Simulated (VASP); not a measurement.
CdSe (Cadmoselite):

```
Cd Se
1.0
     4.32848    0.00000    0.00000
    -2.16424    3.74857    0.00000
     0.00000    0.00000    7.06649
Cd Se
2 2
Cartesian
  2.1642 1.2495 3.5332
  0.0000 2.4990 0.0000
  2.1642 1.2495 6.2538
  0.0000 2.4990 2.7206
```

This cell differs from its parent crystal: volume scaled by 1.02.

Base run:

| Item | Value |
| --- | --- |
| Program | VASP 6.6.1 |
| Functional | LDA |
| Potentials or basis | VASP PAW LDA potentials, release 64 (Cd, Se) |
| Cutoff | 520 eV |
| k mesh | 7 × 7 × 4 |
| Occupations | fermi-dirac, width 0.05 eV |
| Spin | no spin polarisation |

Its results: band gap on the k mesh 0.42 eV, direct; pressure -2.3 GPa; largest force 0.246 eV/Å.

Question: The run is repeated on the same cell with these changes: functional from LDA to PBE; potentials or basis from VASP PAW LDA potentials, release 64 (Cd, Se) to VASP PAW PBE potentials, release 64 (Cd, Se). What comes out?

Answer: Band gap on the k mesh 0.66 eV, direct; pressure 2.2 GPa; largest force 0.271 eV/Å.

